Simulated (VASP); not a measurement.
Write the native input for VASP 6.6.1 that does the following.

```yaml
Task: G0W0 quasiparticle levels
Functional: PBEsol
Potentials_or_basis: VASP PAW PBE potentials, release 64 (Ba_sv_GW, O_GW)
Cutoff: 500 eV
k_mesh: 4 × 4 × 4
Occupations: gaussian, width 0.01 eV
Spin: no spin polarisation
Dipole_correction: no
GW_scheme: G0W0
GW_iterations: 1
Cutoff_of_the_response_function: 180
Frequency_points: 96
Empty_bands: 226
Further_INCAR_settings: ALGO = EVGW0; EDIFF = 1e-08; NBANDS = 234
```

Crystal: BaO.

```
CELL_PARAMETERS angstrom
0.00000 2.74494 2.74494
2.74494 0.00000 2.74494
2.74494 2.74494 0.00000
ATOMIC_POSITIONS crystal
Ba 0.00000 0.00000 0.00000
O 0.50000 0.50000 0.50000
```

These files were run (other wordings do the same):

POSCAR

```
BaO
1.0
    0.0000000000      2.7449382241      2.7449382241
    2.7449382241      0.0000000000      2.7449382241
    2.7449382241      2.7449382241      0.0000000000
Ba O
1 1
Direct
    0.0000000000      0.0000000000      0.0000000000
    0.5000000000      0.5000000000      0.5000000000
```

INCAR.step1

```
SYSTEM = BaO
PREC = Accurate
ENCUT = 500
EDIFF = 1E-8
ISMEAR = 0
SIGMA = 0.01
LREAL = .FALSE.
LASPH = .TRUE.
NELM = 60
ALGO = Normal
LWAVE = .TRUE.
LCHARG = .FALSE.
GGA = PS
```

INCAR.step2

```
SYSTEM = BaO
PREC = Accurate
ENCUT = 500
EDIFF = 1E-8
ISMEAR = 0
SIGMA = 0.01
LREAL = .FALSE.
LASPH = .TRUE.
NELM = 1
ALGO = Exact
LWAVE = .TRUE.
LCHARG = .FALSE.
GGA = PS
NBANDS = 234
LOPTICS = .TRUE.
ISTART = 1
```

INCAR.step3

```
SYSTEM = BaO
PREC = Accurate
ENCUT = 500
EDIFF = 1E-8
ISMEAR = 0
SIGMA = 0.01
LREAL = .FALSE.
LASPH = .TRUE.
ALGO = EVGW0
LWAVE = .FALSE.
LCHARG = .FALSE.
GGA = PS
NELMGW = 1
NBANDS = 234
ENCUTGW = 180.0
NOMEGA = 96
PRECFOCK = Fast
ISTART = 1
NBANDSGW = 16
OMEGAMAX = 20
```

KPOINTS

```
Automatic mesh
0
G
  4 4 4
  0 0 0
```

Potentials or basis: VASP PAW PBE potentials, release 64 (Ba_sv_GW, O_GW).

Launch:

```console
$ cat potpaw_PBE.64/Ba_sv_GW/POTCAR potpaw_PBE.64/O_GW/POTCAR > POTCAR
$ cp INCAR.step1 INCAR
$ mpirun -np 1 vasp_std > vasp.out
$ cp INCAR.step2 INCAR
$ mpirun -np 1 vasp_std > vasp.out
$ cp INCAR.step3 INCAR
$ mpirun -np 1 vasp_std > vasp.out
```

Results of the run:

```json
{"Quasiparticle gap": "3.17 eV", "Least direct quasiparticle gap": "3.17 eV", "Band gap of the starting levels on the mesh": "1.83 eV", "Least direct gap of the starting levels on the mesh": "1.83 eV"}
```

Caveat: the k points lie up to 0.50 Å⁻¹ apart; bands, screening cutoff and mesh are small and nothing is extrapolated, so the quasiparticle values aren't converged; spin-orbit coupling is left out, which moves the levels of the heavy elements.

It took 3.5 min on 1 thread of Intel(R) Xeon(R) Platinum 8488C (Sapphire Rapids), with other jobs on the host, peak memory 0.63 GiB.
